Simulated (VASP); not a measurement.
Cl:

```
Cl
1.0
     3.20668   -2.29413    0.00000
     3.20668    2.29413    0.00000
     0.00000    0.00000    8.37102
Cl
4
Direct
  0.37000 0.63000 0.40000
  0.13000 0.87000 0.90000
  0.63000 0.37000 0.60000
  0.87000 0.13000 0.10000
```

Base run:

```yaml
Program: VASP 6.6.1
Functional: r2SCAN
Potentials_or_basis: VASP PAW PBE potentials, release 64 (Cl)
Cutoff: 520 eV
k_mesh: 7 × 7 × 4
Occupations: fermi-dirac, width 0.05 eV
Spin: no spin polarisation
```

Its results: band gap on the k mesh 2.67 eV (least direct gap 2.72 eV); pressure -2.4 GPa; largest force 0.971 eV/Å.

The run is repeated on the same cell with these changes: functional from r2SCAN to LDA; potentials or basis from VASP PAW PBE potentials, release 64 (Cl) to VASP PAW LDA potentials, release 64 (Cl). What comes out?

Band gap on the k mesh 2.16 eV (least direct gap 2.21 eV); pressure -3.8 GPa; largest force 0.905 eV/Å.

Caveats: an odd mesh through Γ misses points on the zone boundary, where band edges can lie; the PAW data sets were made with another functional, which shifts forces and pressure a little (at least some runs); the cell stands under tension (at least some runs).
